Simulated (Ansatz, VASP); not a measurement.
## K2PtC6N6 in VASP and in Ansatz

```
K Pt C N
1.0
     7.39280    0.00000    0.00000
    -3.69640    6.40235    0.00000
     0.00000    0.00000    6.66130
K Pt C N
2 1 6 6
Direct
  0.33333 0.66667 0.50000
  0.66667 0.33333 0.50000
  0.00000 0.00000 0.00000
  0.22301 0.22301 0.17397
  0.77699 0.00000 0.17397
  0.00000 0.77699 0.17397
  0.77699 0.77699 0.82603
  0.00000 0.22301 0.82603
  0.22301 0.00000 0.82603
  0.35132 0.35132 0.27508
  0.64868 0.00000 0.27508
  0.00000 0.64868 0.27508
  0.64868 0.64868 0.72492
  0.00000 0.35132 0.72492
  0.35132 0.00000 0.72492
```

Alike in both runs: functional PBE; k mesh 5 × 5 × 5; occupations fermi-dirac, width 0.05 eV; no spin polarisation.

Ansatz relaxed the structure, and its values are those at the end. VASP's run is a single point on that final structure, the one shown.

|  | VASP | Ansatz |
| --- | --- | --- |
| version | VASP 6.6.1 | Ansatz 0.2.0 |
| potentials or method | VASP PAW PBE potentials, release 64 (K_sv, Pt, C, N) | plane-wave PAW, scalar-relativistic |
| plane-wave cutoff (eV) | 520 | 420 |
| valence electrons in the cell | 82 | 90 |

|  | VASP | Ansatz | Ansatz less VASP |
| --- | --- | --- | --- |
| gap on the k mesh at the Fermi level (eV) | 5.66 | 5.67 | +0.011 |
| pressure (GPa) | 1.3 | 0.9 | -0.37 |
| rms of the force components (eV/Å) | 0.230 | 0.002 | -0.2281 |

One of these differences is far larger than is usual between the two programs; its cause wasn't traced. VASP's potentials hold 82 valence electrons a cell and Ansatz's 90, so a difference there can come from the potentials and not from the codes. Ansatz's warnings: stress scf threshold loose.

Neither program's run includes spin-orbit coupling. Noted on VASP's run: the standard files for N, O and F lose accuracy on very short bonds.
